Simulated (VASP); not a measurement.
# Tl (P6_3/mmc) in VASP: single point with PBE

Aim: the single point of Tl with PBE.

All numbers are computed with VASP 6.6.1; they aren't measurements. Logs are shortened: lines on timing, memory, paths and dates and some standing lists are left out, and cuts for length are marked.

### Step 1. The cell of the first run

It takes space group P6_3/mmc (No. 194, hexagonal). The conventional cell has a = 3.578 Å, b = 3.578 Å, c = 5.673 Å, α = 90.00°, β = 90.00°, γ = 120.00°. Within 4.6 Å of Tl (site symmetry -6m2) lie 12 Tl at 3.51 to 3.58 Å.

### Step 2. Single point, PBE

Input file INCAR:

```
SYSTEM = Tl
PREC = Accurate
ENCUT = 520
EDIFF = 1E-6
ISMEAR = -1
SIGMA = 0.05
LREAL = .False.
LASPH = .True.
NELM = 80
ALGO = Normal
ISIF = 2
LWAVE = .False.
LCHARG = .True.
GGA = PE
LELF = .True.
LVHAR = .True.
NBANDS = 20
```

Input file KPOINTS:

```
Automatic mesh
0
Gamma
  17 17 9
  0 0 0
```

Input file POSCAR:

```
Tl
1.0
    3.5780489899      0.0000000000      0.0000000000
   -1.7890244950      3.0986813212      0.0000000000
    0.0000000000      0.0000000000      5.6728764823
Tl
2
Direct
    0.3333333333      0.6666666667      0.2500000000
    0.6666666667      0.3333333333      0.7500000000
```

Potentials or basis: VASP PAW PBE potentials, release 64 (Tl_d).

The run is started by

```
cat potpaw_PBE.64/Tl_d/POTCAR > POTCAR
mpirun -np 1 vasp_std > vasp.out
```

OUTCAR:

```text
SYSTEM = Tl
   PREC = Accurate
   ENCUT = 520
   EDIFF = 1E-6
   ISMEAR = -1
   LREAL = .False.
   LASPH = .True.
   NELM = 80
   ISIF = 2
   GGA = PE

 ion  position               nearest neighbor table
   1  0.333  0.667  0.250-   2 3.51   2 3.51   2 3.51   2 3.51   2 3.51   2 3.51
   2  0.667  0.333  0.750-   1 3.51   1 3.51   1 3.51   1 3.51   1 3.51   1 3.51

  LATTYP: Found a hexagonal cell.
 ALAT       =     3.5780489899
 C/A-ratio  =     1.5854664087

  Lattice vectors:

 A1 = (   3.5780489899,   0.0000000000,   0.0000000000)
 A2 = (  -1.7890244950,   3.0986813212,   0.0000000000)
 A3 = (   0.0000000000,   0.0000000000,   5.6728764823)

Analysis of symmetry for initial positions (statically):
=====================================================================
 Subroutine PRICEL returns:
 Original cell was already a primitive cell.

 Routine SETGRP: Setting up the symmetry group for a
 hexagonal supercell.

 Subroutine GETGRP returns: Found 24 space group operations
 (whereof 12 operations were pure point group operations)
 out of a pool of 24 trial point group operations.

The static configuration has the point symmetry D_3d.
 The point group associated with its full space group is D_6h.

Analysis of symmetry for dynamics (positions and initial velocities):
=====================================================================
 Subroutine PRICEL returns:
 Original cell was already a primitive cell.

 Routine SETGRP: Setting up the symmetry group for a
 hexagonal supercell.

 Subroutine GETGRP returns: Found 24 space group operations
 (whereof 12 operations were pure point group operations)
 out of a pool of 24 trial point group operations.

The dynamic configuration has the point symmetry D_3d.
 The point group associated with its full space group is D_6h.

 Subroutine INISYM returns: Found 24 space group operations
 (whereof 12 operations are pure point group operations),
 and found     1 'primitive' translations

----------------------------------------------------------------------------------------

                                     Primitive cell

  volume of cell :      62.8965

  direct lattice vectors                    reciprocal lattice vectors
     3.578048990  0.000000000  0.000000000     0.279481920  0.161358962  0.000000000
    -1.789024495  3.098681321  0.000000000     0.000000000  0.322717923  0.000000000
     0.000000000  0.000000000  5.672876482     0.000000000  0.000000000  0.176277415

  length of vectors
     3.578048990  3.578048990  5.672876482     0.322717923  0.322717923  0.176277415

  position of ions in fractional coordinates (direct lattice)
     0.333333333  0.666666667  0.250000000
     0.666666667  0.333333333  0.750000000

  ion indices of the primitive-cell ions
   primitive index   ion index
                 1           1
                 2           2

----------------------------------------------------------------------------------------

 KPOINTS: Automatic mesh

Automatic generation of k-mesh.
 Grid dimensions read from file:
 generate k-points for:   17   17    9

 Generating k-lattice:

  Cartesian coordinates                     Fractional coordinates (reciprocal lattice)
     0.016440113  0.009491704  0.000000000     0.058823529 -0.000000000  0.000000000
     0.000000000  0.018983407  0.000000000     0.000000000  0.058823529  0.000000000
     0.000000000  0.000000000  0.019586379     0.000000000  0.000000000  0.111111111

  Length of vectors
     0.018983407  0.018983407  0.019586379

  Shift w.r.t. Gamma in fractional coordinates (k-lattice)
     0.000000000  0.000000000  0.000000000

 Subroutine IBZKPT returns following result:
 ===========================================

 Found    165 irreducible k-points:

 Following reciprocal coordinates:
            Coordinates               Weight
  0.000000  0.000000  0.000000      1.000000
  0.058824  0.000000  0.000000      6.000000
  0.117647 -0.000000  0.000000      6.000000
  0.176471 -0.000000  0.000000      6.000000
  0.235294 -0.000000  0.000000      6.000000
  0.294118 -0.000000  0.000000      6.000000
[... 16 lines left out ...]
  0.411765  0.117647  0.000000     12.000000
  0.176471  0.176471  0.000000      6.000000
 [... further k-points ...]
   k-points           NKPTS =    165   k-points in BZ     NKDIM =    165   number of bands    NBANDS=     20
   number of dos      NEDOS =    301   number of ions     NIONS =      2
   total plane-waves  NPLWV =  32928
   dimension x,y,z NGX =    28 NGY =   28 NGZ =   42
   dimension x,y,z NGXF=    56 NGYF=   56 NGZF=   84
   ions per type =               2
   NGX,Y,Z   is equivalent  to a cutoff of  13.01, 13.01, 12.31 a.u.
   NGXF,Y,Z  is equivalent  to a cutoff of  26.02, 26.02, 24.62 a.u.
 SYSTEM =  Tl
   PREC   = accura    normal or accurate (medium, high low for compatibility)
   ISTART =      0    job   : 0-new  1-cont  2-samecut
   ICHARG =      2    charge: 1-file 2-atom 10-const
   ISPIN  =      1    spin polarized calculation?
   LNONCOLLINEAR =      F non collinear calculations
   LSORBIT =      F    spin-orbit coupling
   LASPH  =      T    aspherical Exc in radial PAW
   ENCUT  =  520.0 eV  38.22 Ry    6.18 a.u.   6.65  6.65 10.55*2*pi/ulx,y,z
   NELM   =     80;   NELMIN=  2; NELMDL= -5     # of ELM steps
   EDIFF  = 0.1E-05   stopping-criterion for ELM
   LREAL  =      F    real-space projection
   EDIFFG = 0.1E-04   stopping-criterion for IOM
   NSW    =      0    number of steps for IOM
   IBRION =     -1    ionic relax: 0-MD 1-quasi-New 2-CG
   NFREE  =      0    steps in history (QN), initial steepest desc. (CG)
   ISIF   =      2    stress and relaxation
   ISYM   =      2    0-nonsym 1-usesym 2-fastsym
   POTIM  = 0.5000    time-step for ionic-motion
   TEBEG  =    0.0;   TEEND  =   0.0 temperature during run
   PSTRESS=    0.0 pullay stress
   NELECT =      26.0000    total number of electrons
   NUPDOWN=      -1.0000    fix difference up-down
   EMIN   =  10.00;   EMAX   =-10.00  energy-range for DOS
   EFERMI =   0.00;   METHOD = LEGACY
   ISMEAR =    -1;   SIGMA  =   0.05  broadening in eV -4-tet -1-fermi 0-gaus
   EFERMI_NEDOS =   21; number of points for ismear=-14 and -15
   IALGO  =     38    algorithm
   IMIX   =      4    mixing-type and parameters
     AMIX     =   0.40;   BMIX     =  1.00
     AMIX_MAG =   1.60;   BMIX_MAG =  1.00
  volume/ion in A,a.u.               =      31.45       212.22
  Fermi-wavevector in a.u.,A,eV,Ry     =   1.219524  2.304567 20.235120  1.487239
  Thomas-Fermi vector in A             =   2.354773
   LORBIT       =      0    0 simple, 1 ext, 2 COOP (PROOUT), +10 PAW based schemes
   GGA     = PE    functional components
[... 5 lines left out ...]
 non-spin polarized calculation
  energy-cutoff  :      520.00
  volume of cell :       62.90
 maximum number of plane-waves:      1731
 NGX is ok and might be reduce to    28
   NGX = 13   NGY = 13   NGZ = 21

 number of electron      26.0000005 magnetization

 Free energy of the ion-electron system (eV)
  ---------------------------------------------------
  ext. energy  EPLUGINS =         0.00000000
  ---------------------------------------------------
  free energy    TOTEN  =        -4.45629509 eV

  energy without entropy =       -4.44852592  energy(sigma->0) =       -4.45241051

 E-fermi :   5.6338     XC(G=0):  -9.7230

 val. band max:        5.6310379548   @ k =   0.2353   0.1176   0.2222
 cond. band min:       5.6446396734   @ k =   0.2353  -0.0000   0.2222
 fundamental gap:      0.0136017186
 Fermi energy:         5.6337581179

 k-point     1 :       0.0000    0.0000    0.0000
  band No.  band energies     occupation
      1      -6.0033      2.00000
      2      -5.8438      2.00000
      3      -5.8361      2.00000
      4      -5.8361      2.00000
      5      -5.7946      2.00000
      6      -5.7946      2.00000
[... 12 lines left out ...]
     19      15.7736      0.00000
     20      15.8421      0.00000

 k-point     2 :       0.0588    0.0000    0.0000
  band No.  band energies     occupation
      1      -5.9949      2.00000
      2      -5.8626      2.00000
      3      -5.8245      2.00000
      4      -5.8146      2.00000
      5      -5.7946      2.00000
      6      -5.7838      2.00000
[... 12 lines left out ...]
     19      16.0343      0.00000
     20      16.2121      0.00000

 k-point     3 :       0.1176   -0.0000    0.0000
  band No.  band energies     occupation
      1      -5.9789      2.00000
      2      -5.8789      2.00000
      3      -5.8000      2.00000
      4      -5.7914      2.00000
      5      -5.7789      2.00000
      6      -5.7785      2.00000
[... 12 lines left out ...]
     19      15.6843      0.00000
     20      16.9444      0.00000

 k-point     4 :       0.1765   -0.0000    0.0000
  band No.  band energies     occupation
      1      -5.9827      2.00000
      2      -5.8733      2.00000
      3      -5.8096      2.00000
      4      -5.8024      2.00000
      5      -5.7951      2.00000
      6      -5.7408      2.00000
[... 12 lines left out ...]
     19      14.9650      0.00000
     20      16.9080      0.00000

 k-point     5 :       0.2353   -0.0000    0.0000
  band No.  band energies     occupation
      1      -6.0109      2.00000
      2      -5.8649      2.00000
      3      -5.8504      2.00000
      4      -5.8190      2.00000
      5      -5.7891      2.00000
      6      -5.6820      2.00000
[... 12 lines left out ...]
     19      14.5632      0.00000
     20      16.3308      0.00000

 k-point     6 :       0.2941   -0.0000    0.0000
  band No.  band energies     occupation
      1      -6.0458      2.00000
      2      -5.8965      2.00000
      3      -5.8770      2.00000
      4      -5.8422      2.00000
      5      -5.7560      2.00000
      6      -5.6335      2.00000
[... 12 lines left out ...]
     19      14.1032      0.00000
     20      15.8498      0.00000

 k-point     7 :       0.3529   -0.0000    0.0000
  band No.  band energies     occupation
      1      -6.0779      2.00000
      2      -5.9402      2.00000
      3      -5.8956      2.00000
      4      -5.8622      2.00000
      5      -5.7231      2.00000
      6      -5.6613      2.00000
[... 12 lines left out ...]
     19      13.6975      0.00000
     20      15.4838      0.00000
[... 277 lines left out ...]
 k-point    20 :       0.2353    0.1176    0.0000
  band No.  band energies     occupation
      1      -5.9993      2.00000
      2      -5.9149      2.00000
      3      -5.8851      2.00000
      4      -5.8421      2.00000
      5      -5.7533      2.00000
      6      -5.6536      2.00000
[... 12 lines left out ...]
     19      14.7020      0.00000
     20      15.3682      0.00000

 k-point    21 :       0.2941    0.1176    0.0000
  band No.  band energies     occupation
      1      -6.0295      2.00000
      2      -5.9583      2.00000
      3      -5.8775      2.00000
      4      -5.8539      2.00000
      5      -5.7287      2.00000
      6      -5.6682      2.00000
[... 12 lines left out ...]
     19      14.3216      0.00000
     20      15.1297      0.00000

 k-point    22 :       0.3529    0.1176    0.0000
  band No.  band energies     occupation
      1      -6.0520      2.00000
      2      -5.9913      2.00000
      3      -5.8794      2.00000
      4      -5.8614      2.00000
      5      -5.7023      2.00000
      6      -5.6890      2.00000
[... 12 lines left out ...]
     19      14.0783      0.00000
     20      14.9661      0.00000

 k-point    23 :       0.4118    0.1176    0.0000
  band No.  band energies     occupation
      1      -6.0639      2.00000
      2      -6.0091      2.00000
      3      -5.8824      2.00000
      4      -5.8649      2.00000
      5      -5.7002      2.00000
      6      -5.6862      2.00000
[... 12 lines left out ...]
     19      13.9589      0.00000
     20      14.8836      0.00000

 k-point    24 :       0.1765    0.1765    0.0000
  band No.  band energies     occupation
      1      -5.9373      2.00000
      2      -5.9342      2.00000
      3      -5.9118      2.00000
      4      -5.8386      2.00000
      5      -5.7392      2.00000
      6      -5.6778      2.00000
[... 12 lines left out ...]
     19      14.3991      0.00000
     20      16.5436      0.00000

 [... further k-points ...]

------------------------ aborting loop because EDIFF is reached ----------------------------------------

  FORCE on cell =-STRESS in cart. coord.  units (eV):
  Direction    XX          YY          ZZ          XY          YZ          ZX
  --------------------------------------------------------------------------------------
  -------------------------------------------------------------------------------------
  Total       -0.0275594     -0.0275594     -0.0457591      0.0000000      0.0000000      0.0000000
  in kB       -0.7020261     -0.7020261     -1.1656316      0.0000000      0.0000000      0.0000000
  external PRESSURE =      -0.8565613 kB  Pullay stress =       0.0000000 kB

 VOLUME and BASIS-vectors are now :
 -----------------------------------------------------------------------------
  energy-cutoff  :      520.00
  volume of cell :       62.90
      direct lattice vectors                 reciprocal lattice vectors
     3.578048990  0.000000000  0.000000000     0.279481920  0.161358962  0.000000000
    -1.789024495  3.098681321  0.000000000     0.000000000  0.322717923  0.000000000
     0.000000000  0.000000000  5.672876482     0.000000000  0.000000000  0.176277415

 POSITION                                       TOTAL-FORCE (eV/Angst)
 -----------------------------------------------------------------------------------
     -0.00000      2.06579      1.41822        -0.000000     -0.000000      0.000000
      1.78902      1.03289      4.25466         0.000000      0.000000      0.000000
 -----------------------------------------------------------------------------------
    total drift:                               -0.000000      0.000000     -0.000000

  FREE ENERGIE OF THE ION-ELECTRON SYSTEM (eV)
  ---------------------------------------------------
  free  energy   TOTEN  =        -4.4562950869 eV

  energy  without entropy=       -4.4485259242  energy(sigma->0) =       -4.45241051
```

Wall time 2.1 min (1 thread of Oxide Virtual Turin-like, shared host); peak memory 0.26 GiB.

What came out:

| Property | Result |
| --- | --- |
| Free energy | -4.4563 eV |
| Pressure | -0.1 GPa |
| Band gap on the k mesh | zero (band 13 reaches 8.09 eV, above the bottom of band 14 at 3.93 eV) |

Levels at points of the mesh, in eV from the Fermi level:
| k point | band 9 | band 10 | band 11 | band 12 | band 13 | band 14 | band 15 | band 16 | band 17 | band 18 |
| --- | --- | --- | --- | --- | --- | --- | --- | --- | --- | --- |
| (0.00, 0.00, 0.00) | -11.11 | -11.11 | -9.44 | -5.09 | -2.45 | 7.26 | 7.26 | 9.16 | 9.16 | 9.98 |

Caveat: spin-orbit coupling is left out, which moves the levels of the heavy elements.
